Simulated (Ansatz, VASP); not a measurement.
**One calculation of Ir, two programs**

Contents of POSCAR:

```
Ir
1.0
    0.0000000000      1.9228496764      1.9228496764
    1.9228496764      0.0000000000      1.9228496764
    1.9228496764      1.9228496764      0.0000000000
Ir
1
Direct
    0.0000000000      0.0000000000      0.0000000000
```

INCAR.step1

```
  PREC = Accurate
  ENCUT = 620
  ISMEAR = 1
  SIGMA = 0.6
  LREAL = False
  LASPH = True
  NELM = 120
  NBANDS = 14
  GGA = PE
  ALGO = Normal
  EDIFF = 1E-5
  LWAVE = True
  LCHARG = False
  GGA_COMPAT = False
```

File INCAR.step2:

```
  PREC = Accurate
  ENCUT = 620
  EDIFF = 1E-6
  ISMEAR = 1
  SIGMA = 0.6
  LREAL = False
  LASPH = True
  NELM = 120
  ALGO = Normal
  ISIF = 2
  LWAVE = False
  LCHARG = False
  METAGGA = R2SCAN
  LMIXTAU = True
  NBANDS = 14
  ISTART = 1
  GGA_COMPAT = False
```

Contents of KPOINTS:

```
Automatic mesh
0
Gamma
  14 14 14
```

Input for Ansatz:

```yaml
crystal:
  lattice:
    - [0.0, 1.9228496764, 1.9228496764]
    - [1.9228496764, 0.0, 1.9228496764]
    - [1.9228496764, 1.9228496764, 0.0]
  atoms:
    - { symbol: Ir, position: [0.0, 0.0, 0.0] }
hamiltonian:
  xc: r2scan
  pseudopotentials:
    kind: paw
    azcp:
      Ir: "pseudopotentials/Ir.paw.azcp"
basis:
  ecutwfc: 500
  fft_grid_basis: typed
kpoints:
  mp_grid: { grid: [14, 14, 14], shift: [0, 0, 0] }
magnetization:
  spin_polarized: false
scf:
  occupations: { method: methfessel_paxton, width: 0.6 }
  lower_state_search: "off"
output:
  stress: true
  write_density: true
  write_potential: true
  elf: true
  volumetric_format: npy
```

Alike in both runs: task single point; functional r2SCAN; k mesh 14 × 14 × 14; occupations methfessel-paxton of order 1, width 0.6 eV; no spin polarisation.

|  | VASP | Ansatz |
| --- | --- | --- |
| version | VASP 6.6.1 | Ansatz 0.2.0 |
| potentials or method | VASP PAW PBE potentials, release 64 (Ir_sv_GW), cutoff 620 eV | plane waves (500 eV) with PAW, scalar-relativistic |
| valence electrons in the cell | 17 | 17 |

|  | VASP | Ansatz | Ansatz less VASP |
| --- | --- | --- | --- |
| pressure (GPa) | -1.3 | -0.4 | +0.93 |

VASP's potentials were made for PBE, not for r2SCAN.

Neither program's run includes spin-orbit coupling.
